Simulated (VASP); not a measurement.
Here is a VASP 6.6.1 calculation.

File INCAR:

```
  PREC = Accurate
  ENCUT = 520
  EDIFF = 1E-7
  ISMEAR = 0
  SIGMA = 0.1
  LREAL = F
  LASPH = T
  NELM = 100
  ALGO = Normal
  ISIF = 2
  LWAVE = F
  LCHARG = F
  GGA = PE
  NBANDS = 49
```

File KPOINTS:

```
Automatic mesh
0
Gamma
  6 6 1
```

POSCAR

```
BaTl2B
1.0
    4.4925900442      0.0000000000      0.0000000000
   -2.2462950221      3.8906971070      0.0000000000
    0.0000000000      0.0000000000     12.9088355953
Ba Tl B
2 4 2
Direct
    0.3333333333      0.6666666667      0.7500000000
    0.6666666667      0.3333333333      0.2500000000
    0.3333333333      0.6666666667      0.4265752702
    0.6666666667      0.3333333333      0.9265752702
    0.6666666667      0.3333333333      0.5734247298
    0.3333333333      0.6666666667      0.0734247298
    0.0000000000      0.0000000000      0.5000000000
    0.0000000000      0.0000000000      0.0000000000
```

Potentials or basis: VASP PAW PBE potentials, release 64 (Ba_sv, Tl_d, B).

Command:

```sh
$ cat potpaw_PBE.64/Ba_sv/POTCAR potpaw_PBE.64/Tl_d/POTCAR potpaw_PBE.64/B/POTCAR > POTCAR
$ mpirun -np 1 vasp_std > vasp.out
```

(1) Estimate the pressure.

(2) Predict the band gap on the k mesh.

(3) What does it give for the largest force?

Answers

(1) 0.3 GPa.

(2) zero (bands 39 and 40 overlap by 1.15 eV).

(3) 0.036 eV/Å.

Caveat: the k points lie up to 0.49 Å⁻¹ apart, too coarse for converged energies and pressures of a metal; spin-orbit coupling is left out, which moves the levels of the heavy elements.
